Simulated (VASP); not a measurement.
Wanted: the native input for a VASP 6.6.1 run.

```
Task                   : relaxation of cell and atoms
Functional             : LDA
Potentials or basis    : VASP PAW LDA potentials, release 64 (Be, C)
Cutoff                 : 600 eV
k mesh                 : 8 × 8 × 8
Occupations            : gaussian, width 0.01 eV
Spin                   : no spin polarisation
Dipole correction      : no
Further INCAR settings : ALGO = Normal; EDIFF = 1e-07; IBRION = 2; EDIFFG = -0.01; NSW = 80; ISIF = 3
```

The structure of Be2C lies in POSCAR:

```
Be2C
1.0
    0.0000000000      2.1650000000      2.1650000000
    2.1650000000      0.0000000000      2.1650000000
    2.1650000000      2.1650000000      0.0000000000
Be C
2 1
Direct
    0.2500000000      0.2500000000      0.2500000000
    0.7500000000      0.7500000000      0.7500000000
    0.0000000000      0.0000000000      0.0000000000
```

The input as run:

INCAR

```
ALGO = Normal
EDIFF = 1E-7
EDIFFG = -0.01
ENCUT = 600
GGA_COMPAT = False
IBRION = 2
ISIF = 3
ISMEAR = 0
LASPH = True
LCHARG = False
LREAL = False
LWAVE = False
NELM = 120
NELMIN = 4
NSW = 80
PREC = Accurate
SIGMA = 0.01
```

KPOINTS

```
k-points
0
Gamma
  8 8 8
```

Potentials or basis: VASP PAW LDA potentials, release 64 (Be, C).

Run with:

```sh
$ cat potpaw_LDA.64/Be/POTCAR potpaw_LDA.64/C/POTCAR > POTCAR
$ mpirun -np 1 vasp_std > vasp.out
```

Results of the run:

```yaml
Relaxed_volume: 6.49 Å³/atom
Relaxed_cell: a = 3.020 Å, b = 3.020 Å, c = 3.020 Å, α = 60.00°, β = 60.00°, γ = 60.00°
Space_group_after_relaxing_to_0.1_Å: Fm-3m (No. 225)
Energy_gained_by_relaxing: 7.2 meV/atom
Ionic_steps: 3
Pressure_after_relaxing: 0.0 GPa
Band_gap_on_the_k_mesh: 1.20 eV (least direct gap 4.10 eV)
```

Run time: 6.7 s on 1 thread of Intel Xeon 8259CL, with other jobs on the host, peak memory 0.13 GiB.
